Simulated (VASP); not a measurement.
# BiTe (R-3m) in VASP: settings compared, part 2 of 2

VASP 6.6.1. Earlier steps stand in the parts before.

### Step 4. Single point, PBEsol+D4

This run uses another cell than the first one, of 30.86 Å³/atom.

INCAR reads:

```
PREC = Accurate
ENCUT = 520
EDIFF = 1E-6
ISMEAR = -1
SIGMA = 0.05
LREAL = False
LASPH = True
NELM = 80
ALGO = Normal
ISIF = 2
LWAVE = False
LCHARG = False
GGA = PS
IVDW = 13
NBANDS = 18
```

KPOINTS reads:

```
regular mesh
0
Gamma
  7 7 7
```

POSCAR reads:

```
BiTe
1.0
    2.4066603631      1.3894860085      3.0765088153
   -2.4066603631      1.3894860085      3.0765088153
    0.0000000000     -2.7789720169      3.0765088153
Bi Te
1 1
Direct
    0.5000000000      0.5000000000      0.5000000000
    0.0000000000      0.0000000000      0.0000000000
```

Potentials or basis: VASP PAW PBE potentials, release 64 (Bi_d, Te).

On the command line:

```sh
$ cat potpaw_PBE.64/Bi_d/POTCAR potpaw_PBE.64/Te/POTCAR > POTCAR
$ mpirun -np 1 vasp_std > vasp.out
```

OUTCAR:

```text
PREC = Accurate
   ENCUT = 520
   EDIFF = 1E-6
   ISMEAR = -1
   LREAL = False
   LASPH = True
   NELM = 80
   ISIF = 2
   GGA = PS
   IVDW = 13

 ion  position               nearest neighbor table
   1  0.500  0.500  0.500-   2 3.18   2 3.18   2 3.18   2 3.18   2 3.18   2 3.18
   2  0.000  0.000  0.000-   1 3.18   1 3.18   1 3.18   1 3.18   1 3.18   1 3.18

  LATTYP: Found a trigonal (rhomboedric) cell.
 ALAT       =     4.1457920789
 COS(alpha) =     0.3260237832

  Lattice vectors:

 A1 = (   2.4066603631,   1.3894860085,   3.0765088153)
 A2 = (  -2.4066603631,   1.3894860085,   3.0765088153)
 A3 = (   0.0000000000,  -2.7789720169,   3.0765088153)

Analysis of symmetry for initial positions (statically):
=====================================================================
 Subroutine PRICEL returns:
 Original cell was already a primitive cell.

 Routine SETGRP: Setting up the symmetry group for a
 trigonal (rhombohedral) supercell.

 Subroutine GETGRP returns: Found 12 space group operations
 (whereof 12 operations were pure point group operations)
[... 160 lines left out ...]

  energy without entropy =       -7.97899366  energy(sigma->0) =       -7.98456653

 E-fermi :   7.5406     XC(G=0): -10.0469

 val. band max:        7.5084798500   @ k =  -0.4286   0.1429   0.1429
 cond. band min:       7.5436346488   @ k =  -0.4286   0.2857   0.2857
 fundamental gap:      0.0351547988
 Fermi energy:         7.5405908600

 k-point     1 :       0.0000    0.0000    0.0000
  band No.  band energies     occupation
      1     -15.6062      2.00000
      2     -15.6062      2.00000
      3     -15.5939      2.00000
      4     -15.5939      2.00000
      5     -15.5671      2.00000
      6      -6.4690      2.00000
[... 481 lines left out ...]
      5     -15.5665      2.00000
      6      -5.0305      2.00000
[... 10 lines left out ...]
     17      16.8816      0.00000
     18      18.8212      0.00000

 [... further k-points ...]

------------------------ aborting loop because EDIFF is reached ----------------------------------------

  DFT-D4 for vdW energy calculation

  Edisp (eV):   -0.61901

  FORCE on cell =-STRESS in cart. coord.  units (eV):
  Direction    XX          YY          ZZ          XY          YZ          ZX
  --------------------------------------------------------------------------------------
  -------------------------------------------------------------------------------------
  Total      -0.00054    -0.00054    -0.01023     0.00000    -0.00000     0.00000
  in kB      -0.01397    -0.01397    -0.26562     0.00000    -0.00000     0.00000
  external pressure =       -0.10 kB  Pullay stress =        0.00 kB

 VOLUME and BASIS-vectors are now :
 -----------------------------------------------------------------------------
  energy-cutoff  :      520.00
  volume of cell :       61.73
      direct lattice vectors                 reciprocal lattice vectors
     2.406660363  1.389486009  3.076508815     0.207756777  0.119948431  0.108347921
    -2.406660363  1.389486009  3.076508815    -0.207756777  0.119948431  0.108347921
     0.000000000 -2.778972017  3.076508815     0.000000000 -0.239896862  0.108347921

 POSITION                                       TOTAL-FORCE (eV/Angst)
 -----------------------------------------------------------------------------------
      0.00000      0.00000      4.61476        -0.000000     -0.000000      0.000000
      0.00000      0.00000      0.00000         0.000000      0.000000     -0.000000
 -----------------------------------------------------------------------------------
    total drift:                               -0.000000      0.000000     -0.000000

  FREE ENERGIE OF THE ION-ELECTRON SYSTEM (eV)
  ---------------------------------------------------
  free  energy   TOTEN  =        -8.6091461862 eV

  energy  without entropy=       -8.5980004444  energy(sigma->0) =       -8.60357332
```

OSZICAR:

```text
N       E                     dE             d eps       ncg     rms          rms(c)
DAV:   1     0.160568522861E+03    0.16057E+03   -0.10006E+04  1584   0.115E+03
DAV:   2     0.409990275781E+01   -0.15647E+03   -0.15249E+03  1670   0.317E+02
DAV:   3    -0.771468412926E+01   -0.11815E+02   -0.11692E+02  2034   0.884E+01
DAV:   4    -0.802079927820E+01   -0.30612E+00   -0.30587E+00  1970   0.152E+01
DAV:   5    -0.803111401454E+01   -0.10315E-01   -0.10314E-01  2138   0.254E+00    0.668E+00
DAV:   6    -0.799093328379E+01    0.40181E-01   -0.11188E-01  2354   0.224E+00    0.414E+00
DAV:   7    -0.799089129240E+01    0.41991E-04   -0.33450E-02  2042   0.102E+00    0.566E-01
DAV:   8    -0.799008612135E+01    0.80517E-03   -0.63837E-03  2026   0.566E-01    0.135E-01
DAV:   9    -0.799014024101E+01   -0.54120E-04   -0.53563E-04  1754   0.138E-01    0.348E-02
DAV:  10    -0.799014122041E+01   -0.97940E-06   -0.26843E-05  2180   0.321E-02    0.233E-02
DAV:  11    -0.799013968943E+01    0.15310E-05   -0.57557E-06  1978   0.170E-02    0.228E-03
DAV:  12    -0.799013939812E+01    0.29131E-06   -0.15503E-06  1002   0.100E-02
   1 F= -.86091462E+01 E0= -.86035733E+01  d E =-.111457E-01
```

It took 44 s on 1 thread of Intel Xeon 8259CL, shared host; peak memory 0.2 GiB.

Results:

* Free energy: -8.6091 eV
* Pressure: 0.0 GPa
* Band gap on the k mesh: zero (an odd number of electrons rules out a gap without spin polarisation)
* Dispersion energy per atom: -0.310 eV

Levels at points of the mesh, in eV from the Fermi level:
```
           k point  band 7  band 8  band 9  band 10  band 11  band 12  band 13  band 14
(0.00, 0.00, 0.00)   -8.04   -3.18   -3.18    -1.41     2.12     3.02     3.02     3.72
```

Caveat: the PAW data sets were made with another functional, which shifts forces and pressure a little; spin-orbit coupling is left out, which moves the levels of the heavy elements.

### Step 5. Summary

```csv
level,cell,gap on the mesh (eV),pressure (GPa)
PBEsol+D3(BJ),"a = 4.095 Å, angles 71.9°, 2 atoms",none,0.0
PBEsol+D3(BJ),"a = 4.107 Å, angles 71.7°, 2 atoms",none,-0.3
PBEsol+D4,"a = 4.146 Å, angles 71.0°, 2 atoms",none,0.0
```

Alike in all rows: task single point; potentials or basis VASP PAW PBE potentials, release 64 (Bi_d, Te); no spin polarisation; k mesh 7 × 7 × 7; cutoff (eV) 520; smearing fermi-dirac 0.05 eV.

Caveats: the PAW data sets were made with another functional, which shifts forces and pressure a little; spin-orbit coupling is left out, which moves the levels of the heavy elements; three body term missing (at least some runs).

Total energies depend on the potentials used, so only differences within one code and one set of settings carry meaning.
